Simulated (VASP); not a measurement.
AlNi: relaxation of shape and atoms at fixed volume with PBE

AlNi:

```xyz
2
Lattice="2.0324 -2.0324 0.0000 2.0324 2.0324 0.0000 0.0000 0.0000 2.8760" Properties=species:S:1:pos:R:3 pbc="T T T"
Al    0.0000    0.0000    0.0000
Ni    2.0324    0.0000    1.4380
```

```json
{"Program": "VASP 6.6.1", "Task": "relaxation of shape and atoms at fixed volume", "Functional": "PBE", "Potentials or basis": "VASP PAW PBE potentials, release 64 (Al, Ni)", "Cutoff": "600 eV", "k mesh": "16 × 16 × 14", "Occupations": "fermi-dirac, width 0.15 eV", "Spin": "no spin polarisation", "Dipole correction": "no", "Further INCAR settings": "ALGO = Fast; EDIFF = 1e-06; IBRION = 2; EDIFFG = -0.001; NSW = 80; ISIF = 4"}
```

```yaml
Pressure_after_relaxing: 3.2 GPa
Band_gap_on_the_k_mesh: zero (an odd number of electrons rules out a gap without spin polarisation)
```

Final structure:
```
Al Ni
1.0
     2.03236   -2.03236    0.00000
     2.03236    2.03236    0.00000
     0.00000    0.00000    2.87598
Al Ni
1 1
Direct
  0.00000 0.00000 0.00000
  0.50000 0.50000 0.50000
```

Levels at points of the mesh, in eV from the Fermi level:
```tsv
k point	band 4	band 5	band 6	band 7	band 8	band 9	band 10
(0.00, 0.00, 0.00)	-1.59	-1.59	-1.59	5.49	5.52	5.52	8.12
(0.50, 0.00, 0.00)	-2.30	-2.29	-1.50	-0.68	8.27	10.02	10.04
(0.50, 0.50, 0.00)	-2.92	-2.12	-2.12	-1.05	1.47	2.48	12.32
(0.00, 0.00, 0.50)	-2.29	-2.29	-1.50	-0.68	8.27	10.04	10.04
(0.50, 0.00, 0.50)	-2.92	-2.12	-2.12	-1.05	1.47	2.47	12.34
(0.50, 0.50, 0.50)	-1.03	-1.02	1.98	1.98	1.98	3.73	4.45
```

Run time: 64 s on 1 thread of Intel Xeon 8259CL, on a shared host, peak memory 0.25 GiB.

Caveat: the relaxation stopped at its first step, so nothing moved. Spin polarisation is off, so any magnetic state and its effect on volume and gap are missing.
